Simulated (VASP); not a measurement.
# ZnS (rocksalt type) (Fm-3m) in VASP: a series of runs, part 2 of 2

VASP 6.6.1.

### Step 3. Electric field gradients, PBE (volume scaled by 0.975)

File INCAR:

```
ALGO = Normal
EDIFF = 1E-8
ENCUT = 520
GGA = PE
ISIF = 2
ISMEAR = -1
LASPH = T
LCHARG = F
LEFG = T
LREAL = F
LWAVE = F
NBANDS = 16
NELM = 100
PREC = Accurate
SIGMA = 0.05
```

File KPOINTS:

```
k-points
0
Gamma
  15 15 15
```

File POSCAR:

```
ZnS
1.0
    0.0000000000      2.5302844416      2.5302844416
    2.5302844416      0.0000000000      2.5302844416
    2.5302844416      2.5302844416      0.0000000000
Zn S
1 1
Direct
    0.0000000000      0.0000000000      0.0000000000
    0.5000000000      0.5000000000      0.5000000000
```

Potentials or basis: VASP PAW PBE potentials, release 64 (Zn, S).

Launch:

```bash
> cat potpaw_PBE.64/Zn/POTCAR potpaw_PBE.64/S/POTCAR > POTCAR
> mpirun -np 1 vasp_std > vasp.out
```

OUTCAR:

```text
EDIFF = 1E-8
   ENCUT = 520
   GGA = PE
   ISIF = 2
   ISMEAR = -1
   LASPH = T
   LREAL = F
   NELM = 100
   PREC = Accurate

 ion  position               nearest neighbor table
   1  0.000  0.000  0.000-   2 2.53   2 2.53   2 2.53   2 2.53   2 2.53   2 2.53
   2  0.500  0.500  0.500-   1 2.53   1 2.53   1 2.53   1 2.53   1 2.53   1 2.53

  LATTYP: Found a face centered cubic cell.
 ALAT       =     5.0605688832

  Lattice vectors:

 A1 = (   0.0000000000,   2.5302844416,   2.5302844416)
 A2 = (   2.5302844416,   0.0000000000,   2.5302844416)
 A3 = (   2.5302844416,   2.5302844416,   0.0000000000)

Analysis of symmetry for initial positions (statically):
=====================================================================
 Subroutine PRICEL returns:
 Original cell was already a primitive cell.

 Routine SETGRP: Setting up the symmetry group for a
 face centered cubic supercell.

 Subroutine GETGRP returns: Found 48 space group operations
 (whereof 48 operations were pure point group operations)
 out of a pool of 48 trial point group operations.

The static configuration has the point symmetry O_h .

Analysis of symmetry for dynamics (positions and initial velocities):
=====================================================================
 Subroutine PRICEL returns:
 Original cell was already a primitive cell.

 Routine SETGRP: Setting up the symmetry group for a
 face centered cubic supercell.

 Subroutine GETGRP returns: Found 48 space group operations
 (whereof 48 operations were pure point group operations)
 out of a pool of 48 trial point group operations.

The dynamic configuration has the point symmetry O_h .

 Subroutine INISYM returns: Found 48 space group operations
 (whereof 48 operations are pure point group operations),
 and found     1 'primitive' translations

----------------------------------------------------------------------------------------

                                     Primitive cell

  volume of cell :      32.3995

  direct lattice vectors                    reciprocal lattice vectors
     0.000000000  2.530284442  2.530284442    -0.197606242  0.197606242  0.197606242
     2.530284442  0.000000000  2.530284442     0.197606242 -0.197606242  0.197606242
     2.530284442  2.530284442  0.000000000     0.197606242  0.197606242 -0.197606242

  length of vectors
     3.578362574  3.578362574  3.578362574     0.342264051  0.342264051  0.342264051

  position of ions in fractional coordinates (direct lattice)
     0.000000000  0.000000000  0.000000000
     0.500000000  0.500000000  0.500000000

  ion indices of the primitive-cell ions
   primitive index   ion index
                 1           1
                 2           2

----------------------------------------------------------------------------------------

 KPOINTS: k-points

Automatic generation of k-mesh.
 Grid dimensions read from file:
 generate k-points for:   15   15   15

 Generating k-lattice:

[... 68 lines left out ...]
   ISYM   =      2    0-nonsym 1-usesym 2-fastsym
   POTIM  = 0.5000    time-step for ionic-motion
   TEBEG  =    0.0;   TEEND  =   0.0 temperature during run
   PSTRESS=    0.0 pullay stress
   NELECT =      18.0000    total number of electrons
   NUPDOWN=      -1.0000    fix difference up-down
   EMIN   =  10.00;   EMAX   =-10.00  energy-range for DOS
   EFERMI =   0.00;   METHOD = LEGACY
   ISMEAR =    -1;   SIGMA  =   0.05  broadening in eV -4-tet -1-fermi 0-gaus
   EFERMI_NEDOS =   21; number of points for ismear=-14 and -15
   IALGO  =     38    algorithm
   IMIX   =      4    mixing-type and parameters
     AMIX     =   0.40;   BMIX     =  1.00
     AMIX_MAG =   1.60;   BMIX_MAG =  1.00
  volume/ion in A,a.u.               =      16.20       109.32
  Fermi-wavevector in a.u.,A,eV,Ry     =   1.345818  2.543227 24.643226  1.811226
  Thomas-Fermi vector in A             =   2.473700
   LORBIT       =      0    0 simple, 1 ext, 2 COOP (PROOUT), +10 PAW based schemes
   GGA     = PE    functional components
   LHFCALC =     F    Hartree Fock is set to
   AEXX    =    0.0000 exact exchange contribution
   IVDW    =     0    specifies the selected vdW correction
   LEPSILON=     F    determine dielectric tensor
   LRPA    =     F    only Hartree local field effects (RPA)
 non-spin polarized calculation
  energy-cutoff  :      520.00
  volume of cell :       32.40
 maximum number of plane-waves:       893
   NGX = 13   NGY = 13   NGZ = 13

 number of electron      18.0000014 magnetization

 Free energy of the ion-electron system (eV)
  ---------------------------------------------------
  ext. energy  EPLUGINS =         0.00000000
  ---------------------------------------------------
  free energy    TOTEN  =        -6.20895387 eV

  energy without entropy =       -6.20690121  energy(sigma->0) =       -6.20792754

 E-fermi :   4.1418     XC(G=0): -10.9121

 val. band max:        4.0844256935   @ k =  -0.4667   0.4667   0.0000
 cond. band min:       4.2905072963   @ k =   0.4667   0.4000   0.0000
 fundamental gap:      0.2060816028
 Fermi energy:         4.1417985120

 k-point     1 :       0.0000    0.0000    0.0000
  band No.  band energies     occupation
      1      -9.8950      2.00000
      2      -2.2495      2.00000
      3      -2.2495      2.00000
      4      -2.2344      2.00000
      5      -2.2344      2.00000
      6      -2.2344      2.00000
[... 433 lines left out ...]
      3      -2.2785      2.00000
      4      -2.2616      2.00000
      5      -2.1997      2.00000
      6      -2.1809      2.00000
[... 8 lines left out ...]
     15      16.1952      0.00000
     16      17.1833      0.00000

 [... further k-points ...]

------------------------ aborting loop because EDIFF is reached ----------------------------------------

  FORCE on cell =-STRESS in cart. coord.  units (eV):
  Direction    XX          YY          ZZ          XY          YZ          ZX
  --------------------------------------------------------------------------------------
  -------------------------------------------------------------------------------------
  Total        0.5027877      0.5027877      0.5027877      0.0000000      0.0000000     -0.0000000
  in kB       24.8632078     24.8632078     24.8632078      0.0000000      0.0000000     -0.0000000
  external PRESSURE =      24.8632078 kB  Pullay stress =       0.0000000 kB

 VOLUME and BASIS-vectors are now :
 -----------------------------------------------------------------------------
  energy-cutoff  :      520.00
  volume of cell :       32.40
      direct lattice vectors                 reciprocal lattice vectors
     0.000000000  2.530284442  2.530284442    -0.197606242  0.197606242  0.197606242
     2.530284442  0.000000000  2.530284442     0.197606242 -0.197606242  0.197606242
     2.530284442  2.530284442  0.000000000     0.197606242  0.197606242 -0.197606242

 POSITION                                       TOTAL-FORCE (eV/Angst)
 -----------------------------------------------------------------------------------
      0.00000      0.00000      0.00000        -0.000000      0.000000     -0.000000
      2.53028      2.53028      2.53028         0.000000      0.000000      0.000000
 -----------------------------------------------------------------------------------
    total drift:                               -0.000000      0.000000      0.000000

  FREE ENERGIE OF THE ION-ELECTRON SYSTEM (eV)
  ---------------------------------------------------
  free  energy   TOTEN  =        -6.2089538734 eV

  energy  without entropy=       -6.2069012107  energy(sigma->0) =       -6.20792754

 Electric field gradients (V/A^2)
---------------------------------------------------------------------
 ion       V_xx      V_yy      V_zz      V_xy      V_xz      V_yz
---------------------------------------------------------------------
   1      -0.000    -0.000    -0.000     0.003     0.003     0.003
   2      -0.000     0.000    -0.000     0.000     0.000     0.000
---------------------------------------------------------------------

 Electric field gradients after diagonalization (V/A^2)
 (convention: |V_zz| > |V_xx| > |V_yy|)
----------------------------------------------------------------------
 ion       V_xx      V_yy      V_zz     asymmetry (V_yy - V_xx)/ V_zz
----------------------------------------------------------------------
   1      -0.003    -0.003     0.007       0.000
   2      -0.000    -0.000     0.000       0.000
----------------------------------------------------------------------

           NMR quadrupolar parameters

 Cq : quadrupolar parameter    Cq=e*Q*V_zz/h
 eta: asymmetry parameters     (V_yy - V_xx)/ V_zz
 Q  : nuclear electric quadrupole moment in mb (millibarn)
----------------------------------------------------------------------
 ion       Cq(MHz)       eta       Q (mb)
----------------------------------------------------------------------
   1       0.000       0.000       1.000
   2       0.000       0.000       1.000
----------------------------------------------------------------------
```

OSZICAR:

```text
N       E                     dE             d eps       ncg     rms          rms(c)
DAV:   1     0.847900458037E+02    0.84790E+02   -0.90991E+03  3888   0.145E+03
DAV:   2    -0.174450137533E+01   -0.86535E+02   -0.81158E+02  4368   0.264E+02
DAV:   3    -0.664239358459E+01   -0.48979E+01   -0.48681E+01  4800   0.600E+01
DAV:   4    -0.668464768124E+01   -0.42254E-01   -0.42246E-01  4600   0.567E+00
DAV:   5    -0.668504926983E+01   -0.40159E-03   -0.40158E-03  4952   0.560E-01    0.723E+00
DAV:   6    -0.624066385954E+01    0.44439E+00   -0.76117E-01  5544   0.285E+01    0.558E+00
DAV:   7    -0.621142808476E+01    0.29236E-01   -0.18713E-01  4616   0.412E+00    0.279E+00
DAV:   8    -0.620907992567E+01    0.23482E-02   -0.49979E-03  5288   0.961E-01    0.673E-01
DAV:   9    -0.620890606141E+01    0.17386E-03   -0.13703E-03  4696   0.308E-01    0.670E-02
DAV:  10    -0.620895736323E+01   -0.51302E-04   -0.10683E-04  4952   0.786E-02    0.234E-02
DAV:  11    -0.620895406248E+01    0.33008E-05   -0.13058E-05  4600   0.332E-02    0.507E-03
DAV:  12    -0.620895402852E+01    0.33963E-07   -0.15857E-06  4600   0.851E-03    0.261E-03
DAV:  13    -0.620895386771E+01    0.16081E-06   -0.95560E-08  4736   0.268E-03    0.771E-04
DAV:  14    -0.620895388592E+01   -0.18207E-07   -0.89474E-09  3280   0.195E-03    0.456E-04
DAV:  15    -0.620895387337E+01    0.12546E-07   -0.27639E-09  2448   0.502E-04    0.705E-05
DAV:  16    -0.620895387341E+01   -0.35698E-10   -0.21786E-10  2240   0.119E-04
   1 F= -.62089539E+01 E0= -.62079275E+01  d E =-.205266E-02
```

stdout:

```text
POSCAR found type information on POSCAR ZnS
 POSCAR found :  2 types and       2 ions
 scaLAPACK will be used
 LDA part: xc-table for (Slater+PW92), standard interpolation
 POSCAR, INCAR and KPOINTS ok, starting setup
 FFT: planning ... GRIDC
 FFT: planning ... GRID_SOFT
 FFT: planning ... GRID
 WAVECAR not read
 entering main loop
ion   1

ion   2
```

Wall time 45 s (1 thread of Intel Xeon 6975P-C (Granite Rapids), shared host); peak memory 0.19 GiB.

Results:

| Item | Value |
| --- | --- |
| Free energy | -6.2090 eV |
| Pressure | 2.5 GPa |
| Band gap on the k mesh | zero (band 9 reaches 4.07 eV, above the bottom of band 10 at 3.83 eV) |

Caveat: without QUAD_EFG the Cq values of the log hold for a quadrupole moment of 1 mb, not for the nuclei.
